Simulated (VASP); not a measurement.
# AlRu (rocksalt type) (Fm-3m) in VASP: a series of runs

The runs below take AlRu (rocksalt type) through single point, relaxation of cell and atoms, with PBE.

All numbers are computed with VASP 6.6.1; they aren't measurements. Logs are shortened: lines on timing, memory, paths and dates and some standing lists are left out, and cuts for length are marked.

## 1. The cell of the first run

Symmetry: Fm-3m, No. 225, cubic system. Conventional cell: a = 4.984 Å, b = 4.984 Å, c = 4.984 Å, α = 90.00°, β = 90.00°, γ = 90.00°. Ru (site symmetry m-3m) has 6 Al at 2.49 Å within 3.3 Å. Within 3.3 Å of Al (site symmetry m-3m) lie 6 Ru at 2.49 Å.

## 2. Single point, PBE

The input, INCAR:

```
SYSTEM = AlRu
  PREC = Accurate
  ENCUT = 520
  EDIFF = 1E-7
  ISMEAR = -1
  SIGMA = 0.08
  LREAL = .False.
  LASPH = .True.
  NELM = 60
  ALGO = Normal
  ISIF = 2
  LWAVE = .False.
  LCHARG = .False.
  GGA = PE
  NBANDS = 16
```

The input, KPOINTS:

```
regular mesh
0
Gamma
  14 14 14
  0 0 0
```

The input, POSCAR:

```
AlRu
1.0
    0.0000000000      2.4921758264      2.4921758264
    2.4921758264      0.0000000000      2.4921758264
    2.4921758264      2.4921758264      0.0000000000
Ru Al
1 1
Direct
    0.0000000000      0.0000000000      0.0000000000
    0.5000000000      0.5000000000      0.5000000000
```

Potentials or basis: VASP PAW PBE potentials, release 64 (Ru_pv, Al).

Launch:

```bash
$ cat potpaw_PBE.64/Ru_pv/POTCAR potpaw_PBE.64/Al/POTCAR > POTCAR
$ mpirun -np 1 vasp_std > vasp.out
```

OUTCAR:

```text
SYSTEM = AlRu
   PREC = Accurate
   ENCUT = 520
   EDIFF = 1E-7
   ISMEAR = -1
   LREAL = .False.
   LASPH = .True.
   NELM = 60
   ISIF = 2
   GGA = PE

 ion  position               nearest neighbor table
   1  0.000  0.000  0.000-   2 2.49   2 2.49   2 2.49   2 2.49   2 2.49   2 2.49
   2  0.500  0.500  0.500-   1 2.49   1 2.49   1 2.49   1 2.49   1 2.49   1 2.49

  LATTYP: Found a face centered cubic cell.
 ALAT       =     4.9843516528

  Lattice vectors:

 A1 = (   0.0000000000,   2.4921758264,   2.4921758264)
 A2 = (   2.4921758264,   0.0000000000,   2.4921758264)
 A3 = (   2.4921758264,   2.4921758264,   0.0000000000)

Analysis of symmetry for initial positions (statically):
=====================================================================
 Subroutine PRICEL returns:
 Original cell was already a primitive cell.

 Routine SETGRP: Setting up the symmetry group for a
 face centered cubic supercell.

 Subroutine GETGRP returns: Found 48 space group operations
 (whereof 48 operations were pure point group operations)
 out of a pool of 48 trial point group operations.

The static configuration has the point symmetry O_h .

Analysis of symmetry for dynamics (positions and initial velocities):
=====================================================================
 Subroutine PRICEL returns:
 Original cell was already a primitive cell.

 Routine SETGRP: Setting up the symmetry group for a
 face centered cubic supercell.

 Subroutine GETGRP returns: Found 48 space group operations
 (whereof 48 operations were pure point group operations)
 out of a pool of 48 trial point group operations.

The dynamic configuration has the point symmetry O_h .

 Subroutine INISYM returns: Found 48 space group operations
 (whereof 48 operations are pure point group operations),
 and found     1 'primitive' translations

----------------------------------------------------------------------------------------

                                     Primitive cell

  volume of cell :      30.9575

  direct lattice vectors                    reciprocal lattice vectors
     0.000000000  2.492175826  2.492175826    -0.200627899  0.200627899  0.200627899
     2.492175826  0.000000000  2.492175826     0.200627899 -0.200627899  0.200627899
     2.492175826  2.492175826  0.000000000     0.200627899  0.200627899 -0.200627899

  length of vectors
     3.524468854  3.524468854  3.524468854     0.347497714  0.347497714  0.347497714

  position of ions in fractional coordinates (direct lattice)
     0.000000000  0.000000000  0.000000000
     0.500000000  0.500000000  0.500000000

  ion indices of the primitive-cell ions
   primitive index   ion index
                 1           1
                 2           2

----------------------------------------------------------------------------------------

 KPOINTS: regular mesh

Automatic generation of k-mesh.
 Grid dimensions read from file:
 generate k-points for:   14   14   14

 Generating k-lattice:

  Cartesian coordinates                     Fractional coordinates (reciprocal lattice)
    -0.014330564  0.014330564  0.014330564     0.071428571  0.000000000  0.000000000
     0.014330564 -0.014330564  0.014330564     0.000000000  0.071428571  0.000000000
     0.014330564  0.014330564 -0.014330564     0.000000000  0.000000000  0.071428571

  Length of vectors
     0.024821265  0.024821265  0.024821265

  Shift w.r.t. Gamma in fractional coordinates (k-lattice)
     0.000000000  0.000000000  0.000000000

 Subroutine IBZKPT returns following result:
 ===========================================

 Found    104 irreducible k-points:

 Following reciprocal coordinates:
            Coordinates               Weight
  0.000000  0.000000  0.000000      1.000000
  0.071429  0.000000  0.000000      8.000000
  0.142857  0.000000  0.000000      8.000000
  0.214286  0.000000  0.000000      8.000000
  0.285714  0.000000  0.000000      8.000000
  0.357143  0.000000  0.000000      8.000000
[... 16 lines left out ...]
  0.214286  0.142857  0.000000     24.000000
  0.285714  0.142857  0.000000     24.000000
 [... further k-points ...]
   k-points           NKPTS =    104   k-points in BZ     NKDIM =    104   number of bands    NBANDS=     16
   number of dos      NEDOS =    301   number of ions     NIONS =      2
   total plane-waves  NPLWV =  21952
   dimension x,y,z NGX =    28 NGY =   28 NGZ =   28
   dimension x,y,z NGXF=    56 NGYF=   56 NGZF=   56
   ions per type =               1   1
   NGX,Y,Z   is equivalent  to a cutoff of  13.21, 13.21, 13.21 a.u.
   NGXF,Y,Z  is equivalent  to a cutoff of  26.41, 26.41, 26.41 a.u.
 SYSTEM =  AlRu
   PREC   = accura    normal or accurate (medium, high low for compatibility)
   ISTART =      0    job   : 0-new  1-cont  2-samecut
   ICHARG =      2    charge: 1-file 2-atom 10-const
   ISPIN  =      1    spin polarized calculation?
   LNONCOLLINEAR =      F non collinear calculations
[... 108 lines left out ...]
  band No.  band energies     occupation
      1     -32.8677      2.00000
      2     -32.8331      2.00000
      3     -32.8331      2.00000
      4       1.6036      2.00000
      5       6.1038      2.00000
      6       6.5837      2.00000
[... 8 lines left out ...]
     15      20.0874      0.00000
     16      21.6601      0.00000

 k-point     6 :       0.3571    0.0000    0.0000
  band No.  band energies     occupation
      1     -32.8812      2.00000
      2     -32.8353      2.00000
      3     -32.8353      2.00000
      4       2.3962      2.00000
      5       5.6238      2.00000
      6       6.3945      2.00000
[... 8 lines left out ...]
     15      19.6124      0.00000
     16      21.6601      0.00000

 k-point     7 :       0.4286    0.0000    0.0000
  band No.  band energies     occupation
      1     -32.8905      2.00000
      2     -32.8368      2.00000
      3     -32.8368      2.00000
      4       3.2443      2.00000
      5       5.0241      2.00000
      6       6.2702      2.00000
[... 8 lines left out ...]
     15      19.5551      0.00000
     16      21.6602      0.00000

 k-point     8 :       0.5000    0.0000    0.0000
  band No.  band energies     occupation
      1     -32.8938      2.00000
      2     -32.8374      2.00000
      3     -32.8374      2.00000
      4       3.8496      2.00000
      5       4.5133      2.00000
      6       6.2271      2.00000
[... 8 lines left out ...]
     15      19.5904      0.00000
     16      21.6602      0.00000

 k-point     9 :       0.0714    0.0714    0.0000
  band No.  band energies     occupation
      1     -32.8299      2.00000
      2     -32.8278      2.00000
      3     -32.8278      2.00000
      4       0.1651      2.00000
      5       6.9534      2.00000
      6       7.0896      2.00000
[... 8 lines left out ...]
     15      22.0405      0.00000
     16      22.0405      0.00000
[... 172 lines left out ...]
 k-point    19 :      -0.2143    0.0714    0.0000
  band No.  band energies     occupation
      1     -32.8582      2.00000
      2     -32.8345      2.00000
      3     -32.8309      2.00000
      4       1.2262      2.00000
      5       6.3505      2.00000
      6       6.6913      2.00000
[... 8 lines left out ...]
     15      20.4857      0.00000
     16      21.6603      0.00000

 k-point    20 :      -0.1429    0.0714    0.0000
  band No.  band energies     occupation
      1     -32.8447      2.00000
      2     -32.8317      2.00000
      3     -32.8288      2.00000
      4       0.6731      2.00000
      5       6.6622      2.00000
      6       6.8976      2.00000
[... 8 lines left out ...]
     15      21.6604      0.00000
     16      21.7785      0.00000

 k-point    21 :      -0.0714    0.0714    0.0000
  band No.  band energies     occupation
      1     -32.8345      2.00000
      2     -32.8291      2.00000
      3     -32.8274      2.00000
      4       0.3025      2.00000
      5       6.8703      2.00000
      6       7.0392      2.00000
[... 8 lines left out ...]
     15      21.6603      0.00000
     16      22.3139      0.00000

 k-point    22 :       0.1429    0.1429    0.0000
  band No.  band energies     occupation
      1     -32.8391      2.00000
      2     -32.8313      2.00000
      3     -32.8313      2.00000
      4       0.5685      2.00000
      5       6.7244      2.00000
      6       6.8281      2.00000
[... 8 lines left out ...]
     15      21.6190      0.00000
     16      21.6190      0.00000

 k-point    23 :       0.2143    0.1429    0.0000
  band No.  band energies     occupation
      1     -32.8478      2.00000
      2     -32.8338      2.00000
      3     -32.8333      2.00000
      4       0.9254      2.00000
      5       6.5345      2.00000
      6       6.5854      2.00000
[... 8 lines left out ...]
     15      21.4933      0.00000
     16      21.6601      0.00000

 k-point    24 :       0.2857    0.1429    0.0000
  band No.  band energies     occupation
      1     -32.8599      2.00000
      2     -32.8363      2.00000
      3     -32.8357      2.00000
      4       1.4573      2.00000
      5       6.2094      2.00000
      6       6.4035      2.00000
[... 8 lines left out ...]
     15      21.3231      0.00000
     16      21.6606      0.00000

 [... further k-points ...]
[... 5 lines left out ...]
  --------------------------------------------------------------------------------------
  -------------------------------------------------------------------------------------
  Total        0.0011764      0.0011764      0.0011764     -0.0000000     -0.0000000      0.0000000
  in kB        0.0608857      0.0608857      0.0608857     -0.0000000     -0.0000000      0.0000000
  external PRESSURE =       0.0608857 kB  Pullay stress =       0.0000000 kB

 VOLUME and BASIS-vectors are now :
 -----------------------------------------------------------------------------
  energy-cutoff  :      520.00
  volume of cell :       30.96
      direct lattice vectors                 reciprocal lattice vectors
     0.000000000  2.492175826  2.492175826    -0.200627899  0.200627899  0.200627899
     2.492175826  0.000000000  2.492175826     0.200627899 -0.200627899  0.200627899
     2.492175826  2.492175826  0.000000000     0.200627899  0.200627899 -0.200627899

 POSITION                                       TOTAL-FORCE (eV/Angst)
 -----------------------------------------------------------------------------------
      0.00000      0.00000      0.00000        -0.000000      0.000000      0.000000
      2.49218      2.49218      2.49218         0.000000     -0.000000     -0.000000
 -----------------------------------------------------------------------------------
    total drift:                               -0.000000     -0.000000      0.000000

  FREE ENERGIE OF THE ION-ELECTRON SYSTEM (eV)
  ---------------------------------------------------
  free  energy   TOTEN  =       -12.7012744723 eV

  energy  without entropy=      -12.6538731608  energy(sigma->0) =      -12.67757382
```

Run time: 22 s. Hardware: 1 thread of Intel Xeon 6975P-C (Granite Rapids), shared host; peak memory 0.19 GiB.

Results:

```yaml
Free_energy: -12.7013 eV
Pressure: 0.0 GPa
```

## 3. Relaxation of cell and atoms, PBE, target pressure -0.077 GPa, at which the enthalpy is minimised

The input, INCAR:

```
SYSTEM = AlRu
PREC     = Accurate       ! precision mode
ENCUT    = 600            ! plane-wave cutoff, eV
EDIFF    = 1E-7           ! SCF threshold, eV
ISMEAR   = -1             ! smearing method
SIGMA    = 0.08           ! smearing width, eV
LREAL    = .False.        ! projectors in reciprocal space
LASPH    = .True.         ! aspherical terms in the spheres
NELM     = 80             ! most SCF steps
ALGO     = Normal         ! electronic algorithm
ISIF     = 3              ! what is computed and relaxed
LWAVE    = .False.        ! write WAVECAR
LCHARG   = .False.        ! write CHGCAR
GGA      = PE             ! functional
IBRION   = 2              ! ionic algorithm
NSW      = 60             ! ionic steps
EDIFFG   = -0.005         ! ionic threshold
PSTRESS  = -0.77
```

The input, KPOINTS:

```
regular mesh
0
Gamma
  13 13 13
  0 0 0
```

POSCAR is that of step 2.

Potentials or basis: VASP PAW PBE potentials, release 64 (Ru_pv, Al).

Launch:

```bash
$ cat potpaw_PBE.64/Ru_pv/POTCAR potpaw_PBE.64/Al/POTCAR > POTCAR
$ mpirun -np 1 vasp_std > vasp.out
```

Wall time 15 s (1 thread of AMD EPYC 9R45 (Zen 5), shared host); peak memory 0.15 GiB.

It converged, with:

```yaml
Free_energy: -12.7024 eV
Pressure_after_relaxing: -0.1 GPa
```

Final structure:
```cif
data_structure
_symmetry_space_group_name_H-M 'P 1'
_symmetry_Int_Tables_number 1
_cell_length_a 3.5245
_cell_length_b 3.5245
_cell_length_c 3.5245
_cell_angle_alpha 60.000
_cell_angle_beta 60.000
_cell_angle_gamma 60.000
_cell_volume 30.96
loop_
_atom_site_label
_atom_site_type_symbol
_atom_site_fract_x
_atom_site_fract_y
_atom_site_fract_z
_atom_site_occupancy
Ru1 Ru 0.00000 0.00000 0.00000 1
Al1 Al 0.50000 0.50000 0.50000 1
```

Levels at points of the mesh, in eV from the Fermi level:
| k point | band 7 | band 8 | band 9 | band 10 | band 11 | band 12 |
| --- | --- | --- | --- | --- | --- | --- |
| (0.00, 0.00, 0.00) | -1.97 | -1.67 | -1.67 | 6.56 | 6.56 | 6.56 |

Caveat: the relaxation stopped at its first step, so nothing moved; the cell is relaxed towards a set pressure, so the enthalpy falls and the energy may rise.

## 4. Relaxation of cell and atoms, PBE, target pressure -0.077 GPa, at which the enthalpy is minimised

The input, INCAR:

```
ALGO = Normal ; EDIFF = 1E-6
EDIFFG = -0.005 ; ENCUT = 600
GGA = PE ; IBRION = 2
ISIF = 3 ; ISMEAR = -1
LASPH = True ; LCHARG = False
LREAL = False ; LWAVE = False
NELM = 80 ; NSW = 32
PREC = Accurate ; PSTRESS = -0.77
SIGMA = 0.08
```

The input, KPOINTS:

```
k-points
0
Gamma
  13 13 13
```

POSCAR is that of step 3.

Launch:

```bash
$ cat potpaw_PBE.64/Ru_pv/POTCAR potpaw_PBE.64/Al/POTCAR > POTCAR
$ mpirun -np 1 vasp_std > vasp.out
```

It took 13 s on 1 thread of AMD EPYC 9R45 (Zen 5), shared host; peak memory 0.15 GiB.

The run converged. Its results:

* Free energy: -12.7024 eV
* Pressure after relaxing: -0.1 GPa

Final structure:
```cif
data_structure
_symmetry_space_group_name_H-M 'P 1'
_symmetry_Int_Tables_number 1
_cell_length_a 3.5245
_cell_length_b 3.5245
_cell_length_c 3.5245
_cell_angle_alpha 60.000
_cell_angle_beta 60.000
_cell_angle_gamma 60.000
_cell_volume 30.96
loop_
_atom_site_label
_atom_site_type_symbol
_atom_site_fract_x
_atom_site_fract_y
_atom_site_fract_z
_atom_site_occupancy
Ru1 Ru 0.00000 0.00000 0.00000 1
Al1 Al 0.50000 0.50000 0.50000 1
```

Levels at points of the mesh, in eV from the Fermi level:
```tsv
k point	band 5	band 6	band 7	band 8	band 9	band 10	band 11	band 12
(0.00, 0.00, 0.00)	-1.97	-1.97	-1.97	-1.67	-1.67	6.56	6.56	6.56
```

Caveat: the relaxation stopped at its first step, so nothing moved; the cell is relaxed towards a set pressure, so the enthalpy falls and the energy may rise.

## 5. Relaxation of cell and atoms, PBE

This run uses another cell than the first one, of 16.31 Å³/atom, 1.054 times its volume.

The input, INCAR:

```
SYSTEM = AlRu
PREC = Accurate ; ENCUT = 600
EDIFF = 1E-6 ; ISMEAR = -1
SIGMA = 0.08 ; LREAL = .False.
LASPH = .True. ; NELM = 100
ALGO = Normal ; ISIF = 3
LWAVE = .False. ; LCHARG = .False.
GGA = PE ; IBRION = 2
NSW = 60 ; EDIFFG = -0.005
```

The input, KPOINTS:

```
Automatic mesh
0
Gamma
  14 14 14
  0 0 0
```

The input, POSCAR:

```
AlRu
1.0
    0.0000000000      2.5359338295      2.5359338295
    2.5359338295      0.0000000000      2.5359338295
    2.5359338295      2.5359338295      0.0000000000
Ru Al
1 1
Direct
    0.0000000000      0.0000000000      0.0000000000
    0.5000000000      0.5000000000      0.5000000000
```

Launch:

```bash
$ cat potpaw_PBE.64/Ru_pv/POTCAR potpaw_PBE.64/Al/POTCAR > POTCAR
$ mpirun -np 1 vasp_std > vasp.out
```

Wall time 66 s (1 thread of AMD EPYC 9R45 (Zen 5), shared host); peak memory 0.19 GiB.

Results (log left out):

```
Free energy                            : -12.7021 eV
Relaxed volume                         : 15.48 Å³/atom
Relaxed cell                           : a = 3.524 Å, b = 3.524 Å, c = 3.524 Å, α = 60.00°, β = 60.00°, γ = 60.00°
Space group after relaxing (to 0.05 Å) : Fm-3m (No. 225)
Energy gained by relaxing              : 18.2 meV/atom
Ionic steps                            : 6
Pressure after relaxing                : 0.0 GPa
```

Step by step:
| step | energy change (eV) | largest force (eV/Å) | pressure (GPa) | volume (Å³) |
| --- | --- | --- | --- | --- |
| 1 | 0.0000 | 0.0000 | -6.70 | 32.62 |
| 2 | -0.0032 | 0.0000 | 7.65 | 29.50 |
| 3 | -0.0364 | 0.0000 | -0.06 | 30.97 |
| 4 | -0.0364 | 0.0000 | 0.12 | 30.93 |
| 5 | -0.0364 | 0.0000 | -0.13 | 30.98 |
| 6 | -0.0364 | 0.0000 | 0.01 | 30.96 |

Final structure:
```xyz
2
Lattice="0.0000 2.4921 2.4921 2.4921 0.0000 2.4921 2.4921 2.4921 0.0000" Properties=species:S:1:pos:R:3 pbc="T T T"
Ru    0.0000    0.0000    0.0000
Al    2.4921    2.4921    2.4921
```

Levels at points of the mesh, in eV from the Fermi level:
| k point | band 5 | band 6 | band 7 | band 8 | band 9 | band 10 | band 11 | band 12 |
| --- | --- | --- | --- | --- | --- | --- | --- | --- |
| (0.00, 0.00, 0.00) | -1.98 | -1.98 | -1.98 | -1.67 | -1.67 | 6.56 | 6.56 | 6.56 |
| (0.50, 0.00, 0.00) | -4.50 | -2.79 | -2.79 | -0.31 | -0.31 | 1.28 | 7.34 | 7.94 |
| (0.50, 0.50, 0.00) | -3.41 | -2.42 | -0.95 | 0.09 | 0.09 | 2.17 | 2.42 | 2.42 |

## 6. Summary

| task | cell | k mesh | cutoff (eV) | gap on the mesh (eV) | pressure (GPa) |
| --- | --- | --- | --- | --- | --- |
| single point | a = 3.524 Å, angles 60.0°, 2 atoms | 14 × 14 × 14 | 520 | none | 0.0 |
| relaxation of cell and atoms | relaxed to -0.077 GPa from a = 3.524 Å, angles 60.0°, 2 atoms | 13 × 13 × 13 | 600 | none | -0.1 |
| relaxation of cell and atoms | relaxed from a = 3.586 Å, angles 60.0°, 2 atoms | 14 × 14 × 14 | 600 | none | 0.0 |

Alike in all rows: level PBE; potentials or basis VASP PAW PBE potentials, release 64 (Ru_pv, Al); no spin polarisation; smearing fermi-dirac 0.08 eV.

Caveats: the relaxation stopped at its first step, so nothing moved (some runs); the cell is relaxed towards a set pressure, so the enthalpy falls and the energy may rise (some runs).

Total energies depend on the potentials used, so only differences within one code and one set of settings carry meaning.
